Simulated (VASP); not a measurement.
# GaN (F-43m) in VASP: single point with PBE

Aim: the single point of GaN with PBE.

All numbers are computed with VASP 6.6.1; they aren't measurements. Logs are shortened: lines on timing, memory, paths and dates and some standing lists are left out, and cuts for length are marked.

**1. The cell of the first run**

Symmetry: F-43m, No. 216, cubic system. The conventional cell has a = 4.489 Å, b = 4.489 Å, c = 4.489 Å, α = 90.00°, β = 90.00°, γ = 90.00°. Within 2.6 Å of Ga (site symmetry -43m) lie 4 N at 1.94 Å. Within 2.6 Å of N (site symmetry -43m) lie 4 Ga at 1.94 Å.

**2. Single point, PBE, non-collinear spin, zero start, spin-orbit coupling**

INCAR reads:

```
PREC = Accurate
ENCUT = 600
EDIFF = 1E-6
ISMEAR = 0
SIGMA = 0.02
LREAL = False
LASPH = True
NELM = 200
ALGO = Normal
ISIF = 2
LWAVE = False
LCHARG = False
MAGMOM = 0 0 0 0 0 0
LORBIT = 11
LSORBIT = True
GGA_COMPAT = False
LORBMOM = True
GGA = PE
NBANDS = 30
```

KPOINTS reads:

```
regular mesh
0
Gamma
  10 10 10
```

POSCAR reads:

```
GaN
1.0
    0.0000000000      2.2443977324      2.2443977324
    2.2443977324      0.0000000000      2.2443977324
    2.2443977324      2.2443977324      0.0000000000
Ga N
1 1
Direct
    0.0000000000      0.0000000000      0.0000000000
    0.2500000000      0.2500000000      0.2500000000
```

Potentials or basis: VASP PAW PBE potentials, release 64 (Ga_d, N).

Launch:

```console
> cat potpaw_PBE.64/Ga_d/POTCAR potpaw_PBE.64/N/POTCAR > POTCAR
> mpirun -np 1 vasp_ncl > vasp.out
```

OUTCAR:

```text
PREC = Accurate
   ENCUT = 600
   EDIFF = 1E-6
   ISMEAR = 0
   LREAL = False
   LASPH = True
   NELM = 200
   ISIF = 2
   LORBIT = 11
   LSORBIT = True
   GGA = PE

 ion  position               nearest neighbor table
   1  0.000  0.000  0.000-   2 1.94   2 1.94   2 1.94   2 1.94
   2  0.250  0.250  0.250-   1 1.94   1 1.94   1 1.94   1 1.94

  LATTYP: Found a face centered cubic cell.
 ALAT       =     4.4887954648

  Lattice vectors:

 A1 = (   0.0000000000,   2.2443977324,   2.2443977324)
 A2 = (   2.2443977324,   0.0000000000,   2.2443977324)
 A3 = (   2.2443977324,   2.2443977324,   0.0000000000)

Analysis of symmetry for initial positions (statically):
=====================================================================
 Subroutine PRICEL returns:
 Original cell was already a primitive cell.

 Routine SETGRP: Setting up the symmetry group for a
 face centered cubic supercell.

 Subroutine GETGRP returns: Found 24 space group operations
 (whereof 24 operations were pure point group operations)
 out of a pool of 48 trial point group operations.

The static configuration has the point symmetry T_d .

Analysis of symmetry for dynamics (positions and initial velocities):
=====================================================================
 Subroutine PRICEL returns:
 Original cell was already a primitive cell.

 Routine SETGRP: Setting up the symmetry group for a
 face centered cubic supercell.

 Subroutine GETGRP returns: Found 24 space group operations
 (whereof 24 operations were pure point group operations)
 out of a pool of 48 trial point group operations.

The dynamic configuration has the point symmetry T_d .

Analysis of structural, dynamic, and magnetic symmetry:
=====================================================================
 Subroutine PRICEL returns:
 Original cell was already a primitive cell.

 Routine SETGRP: Setting up the symmetry group for a
 face centered cubic supercell.

 Subroutine GETGRP returns: Found 24 space group operations
 (whereof 24 operations were pure point group operations)
 out of a pool of 48 trial point group operations.

The overall configuration has the point symmetry T_d .

 Subroutine INISYM returns: Found 24 space group operations
 (whereof 24 operations are pure point group operations),
 and found     1 'primitive' translations

----------------------------------------------------------------------------------------

                                     Primitive cell

  volume of cell :      22.6115

  direct lattice vectors                    reciprocal lattice vectors
     0.000000000  2.244397732  2.244397732    -0.222776914  0.222776914  0.222776914
     2.244397732  0.000000000  2.244397732     0.222776914 -0.222776914  0.222776914
     2.244397732  2.244397732  0.000000000     0.222776914  0.222776914 -0.222776914

  length of vectors
     3.174057713  3.174057713  3.174057713     0.385860933  0.385860933  0.385860933

  position of ions in fractional coordinates (direct lattice)
     0.000000000  0.000000000  0.000000000
     0.250000000  0.250000000  0.250000000

  ion indices of the primitive-cell ions
   primitive index   ion index
                 1           1
                 2           2

----------------------------------------------------------------------------------------

 KPOINTS: regular mesh

Automatic generation of k-mesh.
 Grid dimensions read from file:
 generate k-points for:   10   10   10

 Generating k-lattice:

  Cartesian coordinates                     Fractional coordinates (reciprocal lattice)
    -0.022277691  0.022277691  0.022277691     0.100000000  0.000000000  0.000000000
     0.022277691 -0.022277691  0.022277691     0.000000000  0.100000000  0.000000000
     0.022277691  0.022277691 -0.022277691     0.000000000  0.000000000  0.100000000

  Length of vectors
[... 87 lines left out ...]
  energy-cutoff  :      600.00
  volume of cell :       22.61
 maximum number of plane-waves:      1538
 NGX is ok and might be reduce to    28
   NGX = 13   NGY = 13   NGZ = 13

 number of electron      18.0000004 magnetization       0.0000000     -0.0000000      0.0000000

 number of electron      18.0000004 magnetization       0.0000000      0.0000000      0.0000000

 number of electron      18.0000004 magnetization      -0.0000000      0.0000000     -0.0000000

 Free energy of the ion-electron system (eV)
  ---------------------------------------------------
  ext. energy  EPLUGINS =         0.00000000
  ---------------------------------------------------
  free energy    TOTEN  =       -12.13919645 eV

  energy without entropy =      -12.13919645  energy(sigma->0) =      -12.13919645

 E-fermi :   5.6023     XC(G=0): -11.7321

 val. band max:        5.4172135829   @ k =   0.0000   0.0000   0.0000
 cond. band min:       7.2168663223   @ k =   0.0000   0.0000   0.0000
 fundamental gap:      1.7996527394
 Fermi energy:         5.6023205155

 k-point     1 :       0.0000    0.0000    0.0000
  band No.  band energies     occupation
      1     -10.6250      1.00000
      2     -10.6250      1.00000
      3      -8.2188      1.00000
      4      -8.2188      1.00000
      5      -8.2188      1.00000
      6      -8.2188      1.00000
[... 781 lines left out ...]
     29      21.9675      0.00000
     30      22.0074      0.00000

 [... further k-points ...]
[... 5 lines left out ...]
  --------------------------------------------------------------------------------------
  -------------------------------------------------------------------------------------
  Total        1.0274012      1.0274012      1.0274012      0.0000000      0.0000000      0.0000000
  in kB       72.7982920     72.7982920     72.7982920      0.0000000      0.0000000      0.0000000
  external PRESSURE =      72.7982920 kB  Pullay stress =       0.0000000 kB

 VOLUME and BASIS-vectors are now :
 -----------------------------------------------------------------------------
  energy-cutoff  :      600.00
  volume of cell :       22.61
      direct lattice vectors                 reciprocal lattice vectors
     0.000000000  2.244397732  2.244397732    -0.222776914  0.222776914  0.222776914
     2.244397732  0.000000000  2.244397732     0.222776914 -0.222776914  0.222776914
     2.244397732  2.244397732  0.000000000     0.222776914  0.222776914 -0.222776914

 POSITION                                       TOTAL-FORCE (eV/Angst)
 -----------------------------------------------------------------------------------
      0.00000      0.00000      0.00000        -0.000000     -0.000000     -0.000000
      1.12220      1.12220      1.12220         0.000000      0.000000      0.000000
 -----------------------------------------------------------------------------------
    total drift:                                0.000000      0.000000      0.000000

  FREE ENERGIE OF THE ION-ELECTRON SYSTEM (eV)
  ---------------------------------------------------
  free  energy   TOTEN  =       -12.1391964452 eV

  energy  without entropy=      -12.1391964452  energy(sigma->0) =      -12.13919645

 orbital moment (x)

 # of ion     p       d       tot
 ----------------------------------------
  1        -0.000   0.000   0.000
  2        -0.000   0.000  -0.000
 ----------------------------------------
           -0.000   0.000   0.000

 orbital moment (y)

 # of ion     p       d       tot
 ----------------------------------------
  1         0.000  -0.000   0.000
  2        -0.000   0.000  -0.000
 ----------------------------------------
            0.000  -0.000   0.000

 orbital moment (z)

 # of ion     p       d       tot
 ----------------------------------------
  1        -0.000   0.000  -0.000
  2        -0.000   0.000  -0.000
 ----------------------------------------
           -0.000   0.000  -0.000

 Spin-Orbit-Coupling matrix elements

 Ion:    1  E_soc:     -0.0108489
 l=   1
     0.0000000    -0.0009850    -0.0009850
    -0.0009850     0.0000000    -0.0009850
    -0.0009850    -0.0009850     0.0000000
 l=   2
     0.0000000    -0.0001719     0.0000000    -0.0001719    -0.0006513
    -0.0001719     0.0000000    -0.0004885    -0.0001719    -0.0001628
     0.0000000    -0.0004885     0.0000000    -0.0004885     0.0000000
    -0.0001719    -0.0001719    -0.0004885     0.0000000    -0.0001628
    -0.0006513    -0.0001628     0.0000000    -0.0001628     0.0000000
 l=   3
     0.0000000     0.0000000     0.0000000     0.0000000     0.0000000     0.0000000     0.0000000
     0.0000000     0.0000000     0.0000000     0.0000000     0.0000000     0.0000000     0.0000000
     0.0000000     0.0000000     0.0000000     0.0000000     0.0000000     0.0000000     0.0000000
     0.0000000     0.0000000     0.0000000     0.0000000     0.0000000     0.0000000     0.0000000
     0.0000000     0.0000000     0.0000000     0.0000000     0.0000000     0.0000000     0.0000000
     0.0000000     0.0000000     0.0000000     0.0000000     0.0000000     0.0000000     0.0000000
     0.0000000     0.0000000     0.0000000     0.0000000     0.0000000     0.0000000     0.0000000

 Ion:    2  E_soc:     -0.0000978
 l=   1
     0.0000000    -0.0000163    -0.0000163
    -0.0000163     0.0000000    -0.0000163
    -0.0000163    -0.0000163     0.0000000
 l=   2
     0.0000000     0.0000000     0.0000000     0.0000000     0.0000000
     0.0000000     0.0000000     0.0000000     0.0000000     0.0000000
     0.0000000     0.0000000     0.0000000     0.0000000     0.0000000
     0.0000000     0.0000000     0.0000000     0.0000000     0.0000000
     0.0000000     0.0000000     0.0000000     0.0000000     0.0000000
 l=   3
     0.0000000     0.0000000     0.0000000     0.0000000     0.0000000     0.0000000     0.0000000
     0.0000000     0.0000000     0.0000000     0.0000000     0.0000000     0.0000000     0.0000000
     0.0000000     0.0000000     0.0000000     0.0000000     0.0000000     0.0000000     0.0000000
     0.0000000     0.0000000     0.0000000     0.0000000     0.0000000     0.0000000     0.0000000
     0.0000000     0.0000000     0.0000000     0.0000000     0.0000000     0.0000000     0.0000000
     0.0000000     0.0000000     0.0000000     0.0000000     0.0000000     0.0000000     0.0000000
     0.0000000     0.0000000     0.0000000     0.0000000     0.0000000     0.0000000     0.0000000

 total charge

# of ion       s       p       d       tot
------------------------------------------
    1        0.792   0.913  10.186  11.890
    2        1.222   2.520   0.000   3.742
--------------------------------------------------
tot          2.014   3.433  10.186  15.632

 magnetization (x)

# of ion       s       p       d       tot
------------------------------------------
    1        0.000  -0.000   0.000  -0.000
    2       -0.000   0.000   0.000  -0.000
--------------------------------------------------
tot         -0.000  -0.000   0.000  -0.000

 magnetization (y)

# of ion       s       p       d       tot
------------------------------------------
    1        0.000  -0.000   0.000  -0.000
    2       -0.000   0.000   0.000  -0.000
--------------------------------------------------
tot         -0.000  -0.000   0.000  -0.000

 magnetization (z)

# of ion       s       p       d       tot
------------------------------------------
    1       -0.000   0.000   0.000   0.000
    2        0.000  -0.000   0.000  -0.000
--------------------------------------------------
tot          0.000  -0.000   0.000  -0.000
```

Wall time 3.7 min (1 thread of Intel Xeon 8259CL, shared host); peak memory 0.27 GiB.

Results:

| Quantity | Value |
| --- | --- |
| Free energy | -12.1392 eV |
| Pressure | 7.3 GPa |
| Net moment | 0.00 μB per cell |
| Valence electrons inside the program's atomic spheres | Ga 11.89; N 3.74 |

Moments on the atoms (μB; x, y, z):
```
Ga  0.00 0.00 0.00
N   0.00 0.00 0.00
```

Caveat: the cell stands under pressure.
